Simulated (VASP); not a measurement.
# Sb (P6_3/mmc) in VASP: single point with PBE+D3(BJ)

Aim: the single point of Sb with PBE+D3(BJ).

Everything below comes from runs of VASP 6.6.1. Logs are shortened: lines on timing, memory, paths and dates and some standing lists are left out, and cuts for length are marked.

### Step 1. The cell of the first run

Symmetry: P6_3/mmc, No. 194, hexagonal system. Conventional cell: a = 3.307 Å, b = 3.307 Å, c = 11.034 Å, α = 90.00°, β = 90.00°, γ = 120.00°. Sb (site symmetry -3m) has 12 Sb at 3.31 to 3.35 Å within 4.3 Å. Within 4.3 Å of Sb (site symmetry -6m2) lie 12 Sb at 3.31 to 3.35 Å.

### Step 2. Single point, PBE+D3(BJ)

Contents of INCAR:

```
SYSTEM = Sb
PREC     = Accurate       ! precision mode
ENCUT    = 520            ! plane-wave cutoff, eV
EDIFF    = 1E-7           ! SCF threshold, eV
ISMEAR   = 0              ! smearing method
SIGMA    = 0.1            ! smearing width, eV
LREAL    = .FALSE.        ! projectors in reciprocal space
LASPH    = .TRUE.         ! aspherical terms in the spheres
NELM     = 80             ! most SCF steps
ALGO     = Normal         ! electronic algorithm
ISIF     = 2              ! what is computed and relaxed
LWAVE    = .FALSE.        ! write WAVECAR
LCHARG   = .FALSE.        ! write CHGCAR
GGA      = PE             ! functional
IVDW     = 12             ! dispersion correction
NBANDS   = 18             ! bands
```

Contents of KPOINTS:

```
Automatic mesh
0
G
  12 12 4
  0 0 0
```

Contents of POSCAR:

```
Sb
1.0
    3.3070309669      0.0000000000      0.0000000000
   -1.6535154834      2.8639728284      0.0000000000
    0.0000000000      0.0000000000     11.0341401413
Sb
4
Direct
    0.0000000000      0.0000000000      0.0000000000
    0.3333333333      0.6666666667      0.2500000000
    0.0000000000      0.0000000000      0.5000000000
    0.6666666667      0.3333333333      0.7500000000
```

Potentials or basis: VASP PAW PBE potentials, release 64 (Sb).

Launch:

```
cat potpaw_PBE.64/Sb/POTCAR > POTCAR
mpirun -np 1 vasp_std > vasp.out
```

OUTCAR:

```text
SYSTEM = Sb
   PREC = Accurate
   ENCUT = 520
   EDIFF = 1E-7
   ISMEAR = 0
   LREAL = .FALSE.
   LASPH = .TRUE.
   NELM = 80
   ISIF = 2
   GGA = PE
   IVDW = 12
 IVDW          = 12

 ion  position               nearest neighbor table
   1  0.000  0.000  0.000-   2 3.35   4 3.35   2 3.35   4 3.35   4 3.35   2 3.35
   2  0.333  0.667  0.250-   1 3.35   3 3.35   1 3.35   3 3.35   1 3.35   3 3.35
   3  0.000  0.000  0.500-   2 3.35   4 3.35   2 3.35   4 3.35   4 3.35   2 3.35
   4  0.667  0.333  0.750-   1 3.35   3 3.35   1 3.35   3 3.35   1 3.35   3 3.35

  LATTYP: Found a hexagonal cell.
 ALAT       =     3.3070309669
 C/A-ratio  =     3.3365699480

  Lattice vectors:

 A1 = (   3.3070309669,   0.0000000000,   0.0000000000)
 A2 = (  -1.6535154834,   2.8639728284,   0.0000000000)
 A3 = (   0.0000000000,   0.0000000000,  11.0341401413)

Analysis of symmetry for initial positions (statically):
=====================================================================
 Subroutine PRICEL returns:
 Original cell was already a primitive cell.

 Routine SETGRP: Setting up the symmetry group for a
 hexagonal supercell.

 Subroutine GETGRP returns: Found 24 space group operations
 (whereof 12 operations were pure point group operations)
 out of a pool of 24 trial point group operations.

The static configuration has the point symmetry D_3d.
 The point group associated with its full space group is D_6h.

Analysis of symmetry for dynamics (positions and initial velocities):
=====================================================================
 Subroutine PRICEL returns:
 Original cell was already a primitive cell.

 Routine SETGRP: Setting up the symmetry group for a
 hexagonal supercell.

 Subroutine GETGRP returns: Found 24 space group operations
 (whereof 12 operations were pure point group operations)
 out of a pool of 24 trial point group operations.

The dynamic configuration has the point symmetry D_3d.
 The point group associated with its full space group is D_6h.

 Subroutine INISYM returns: Found 24 space group operations
 (whereof 12 operations are pure point group operations),
 and found     1 'primitive' translations

----------------------------------------------------------------------------------------

                                     Primitive cell

  volume of cell :     104.5071

  direct lattice vectors                    reciprocal lattice vectors
     3.307030967  0.000000000  0.000000000     0.302386041  0.174582662  0.000000000
    -1.653515483  2.863972828  0.000000000     0.000000000  0.349165324  0.000000000
     0.000000000  0.000000000 11.034140141     0.000000000  0.000000000  0.090627814
[... 93 lines left out ...]
   NFREE  =      0    steps in history (QN), initial steepest desc. (CG)
   ISIF   =      2    stress and relaxation
   ISYM   =      2    0-nonsym 1-usesym 2-fastsym
   POTIM  = 0.5000    time-step for ionic-motion
   TEBEG  =    0.0;   TEEND  =   0.0 temperature during run
   PSTRESS=    0.0 pullay stress
   NELECT =      20.0000    total number of electrons
   NUPDOWN=      -1.0000    fix difference up-down
   EMIN   =  10.00;   EMAX   =-10.00  energy-range for DOS
   EFERMI =   0.00;   METHOD = LEGACY
   ISMEAR =     0;   SIGMA  =   0.10  broadening in eV -4-tet -1-fermi 0-gaus
   EFERMI_NEDOS =   21; number of points for ismear=-14 and -15
   IALGO  =     38    algorithm
   IMIX   =      4    mixing-type and parameters
     AMIX     =   0.40;   BMIX     =  1.00
     AMIX_MAG =   1.60;   BMIX_MAG =  1.00
  volume/ion in A,a.u.               =      26.13       176.31
  Fermi-wavevector in a.u.,A,eV,Ry     =   0.943415  1.782797 12.109628  0.890033
  Thomas-Fermi vector in A             =   2.071121
   LORBIT       =      0    0 simple, 1 ext, 2 COOP (PROOUT), +10 PAW based schemes
   GGA     = PE    functional components
   LHFCALC =     F    Hartree Fock is set to
   AEXX    =    0.0000 exact exchange contribution
   IVDW    =    12    specifies the selected vdW correction
   LEPSILON=     F    determine dielectric tensor
   LRPA    =     F    only Hartree local field effects (RPA)
 non-spin polarized calculation
 Gauss-broadening in eV      SIGMA  =   0.10
  energy-cutoff  :      520.00
  volume of cell :      104.51
 maximum number of plane-waves:      2835
 NGX is ok and might be reduce to    28
   NGX = 13   NGY = 13   NGZ = 41

 number of electron      20.0000001 magnetization

 Free energy of the ion-electron system (eV)
  ---------------------------------------------------
  ext. energy  EPLUGINS =         0.00000000
  ---------------------------------------------------
  free energy    TOTEN  =       -15.38344918 eV

  energy without entropy =      -15.37452424  energy(sigma->0) =      -15.37898671

 E-fermi :   8.9207     XC(G=0): -10.3635

 val. band max:        8.8778806682   @ k =   0.2500   0.1667   0.2500
 cond. band min:       8.9376275164   @ k =   0.1667   0.0833   0.2500
 fundamental gap:      0.0597468482
 Fermi energy:         8.9206858275

 k-point     1 :       0.0000    0.0000    0.0000
  band No.  band energies     occupation
      1      -4.2409      2.00000
      2      -3.0311      2.00000
      3      -3.0243      2.00000
      4      -0.5246      2.00000
      5       2.8817      2.00000
      6       7.8654      2.00000
[... 481 lines left out ...]
      5       4.8637      2.00000
      6       5.4627      2.00000
[... 10 lines left out ...]
     17      14.0863      0.00000
     18      14.4752      0.00000

 [... further k-points ...]

------------------------ aborting loop because EDIFF is reached ----------------------------------------

 Edisp (eV)   -2.16237

 E8    (eV) :    -0.9978

  FORCE on cell =-STRESS in cart. coord.  units (eV):
  Direction    XX          YY          ZZ          XY          YZ          ZX
  --------------------------------------------------------------------------------------
  -------------------------------------------------------------------------------------
  Total      -0.06379    -0.06379    -0.05276    -0.00000     0.00000     0.00000
  in kB      -0.97792    -0.97792    -0.80878    -0.00000     0.00000     0.00000
  external pressure =       -0.92 kB  Pullay stress =        0.00 kB

 VOLUME and BASIS-vectors are now :
 -----------------------------------------------------------------------------
  energy-cutoff  :      520.00
  volume of cell :      104.51
      direct lattice vectors                 reciprocal lattice vectors
     3.307030967  0.000000000  0.000000000     0.302386041  0.174582662  0.000000000
    -1.653515483  2.863972828  0.000000000     0.000000000  0.349165324  0.000000000
     0.000000000  0.000000000 11.034140141     0.000000000  0.000000000  0.090627814

 POSITION                                       TOTAL-FORCE (eV/Angst)
 -----------------------------------------------------------------------------------
      0.00000      0.00000      0.00000         0.000000      0.000000      0.000000
     -0.00000      1.90932      2.75854        -0.000000     -0.000000      0.000000
      0.00000      0.00000      5.51707         0.000000      0.000000      0.000000
      1.65352      0.95466      8.27561         0.000000      0.000000     -0.000000
 -----------------------------------------------------------------------------------
    total drift:                                0.000000     -0.000000      0.000000

  FREE ENERGIE OF THE ION-ELECTRON SYSTEM (eV)
  ---------------------------------------------------
  free  energy   TOTEN  =       -17.5458149440 eV

  energy  without entropy=      -17.5368900091  energy(sigma->0) =      -17.54135248
```

OSZICAR:

```text
N       E                     dE             d eps       ncg     rms          rms(c)
DAV:   1     0.824503487497E+02    0.82450E+02   -0.67629E+03  2052   0.875E+02
DAV:   2    -0.105779431435E+02   -0.93028E+02   -0.89836E+02  2754   0.150E+02
DAV:   3    -0.153547335111E+02   -0.47768E+01   -0.47124E+01  2578   0.365E+01
DAV:   4    -0.153999787502E+02   -0.45245E-01   -0.45180E-01  2338   0.413E+00
DAV:   5    -0.154004838736E+02   -0.50512E-03   -0.50511E-03  2362   0.509E-01    0.361E+00
DAV:   6    -0.153894118531E+02    0.11072E-01   -0.61697E-03  2274   0.386E-01    0.206E+00
DAV:   7    -0.153833985743E+02    0.60133E-02   -0.11809E-02  2192   0.537E-01    0.618E-02
DAV:   8    -0.153834414243E+02   -0.42850E-04   -0.24199E-04  2452   0.908E-02    0.312E-02
DAV:   9    -0.153834514864E+02   -0.10062E-04   -0.20878E-05  2210   0.315E-02    0.723E-03
DAV:  10    -0.153834506323E+02    0.85409E-06   -0.47613E-07  2390   0.419E-03    0.245E-03
DAV:  11    -0.153834493314E+02    0.13009E-05   -0.24540E-08  1240   0.112E-03    0.390E-04
DAV:  12    -0.153834491961E+02    0.13531E-06   -0.29606E-09  1198   0.400E-04    0.741E-05
DAV:  13    -0.153834491797E+02    0.16338E-07   -0.56299E-10  1174   0.163E-04
   1 F= -.17545815E+02 E0= -.17541352E+02  d E =-.892493E-02
```

stdout:

```text
POSCAR found type information on POSCAR Sb
 POSCAR found :  1 types and       4 ions
 scaLAPACK will be used
 LDA part: xc-table for (Slater+PW92), standard interpolation
 POSCAR, INCAR and KPOINTS ok, starting setup
 FFT: planning ... GRIDC
 FFT: planning ... GRID_SOFT
 FFT: planning ... GRID
 WAVECAR not read
 entering main loop
```

It took 52 s on 1 thread of AMD EPYC 9R45 (Zen 5), shared host; peak memory 0.26 GiB.

Results:

```yaml
Free_energy: -17.5458 eV
Pressure: -0.1 GPa
Band_gap_on_the_k_mesh: zero (band 10 reaches 13.61 eV, above the bottom of band 11 at 6.24 eV)
Dispersion_energy_per_atom: -0.541 eV
```

Levels at points of the mesh, in eV from the Fermi level:
```tsv
k point	band 7	band 8	band 9	band 10	band 11	band 12	band 13	band 14
(0.00, 0.00, 0.00)	-1.05	4.00	4.00	4.69	4.69	4.76	4.76	5.26
(0.50, 0.00, 0.00)	-4.02	-3.59	-1.85	-1.03	0.56	1.76	1.78	1.79
(0.00, 0.00, 0.50)	2.70	2.70	4.20	4.20	4.20	4.20	5.34	5.34
(0.50, 0.00, 0.50)	-4.58	-4.58	-0.44	-0.44	0.88	0.88	1.08	1.08
```

Caveat: spin-orbit coupling is left out, which moves the levels of the heavy elements; pairwise dispersion overbinds metals, which lowers pressure and volume.
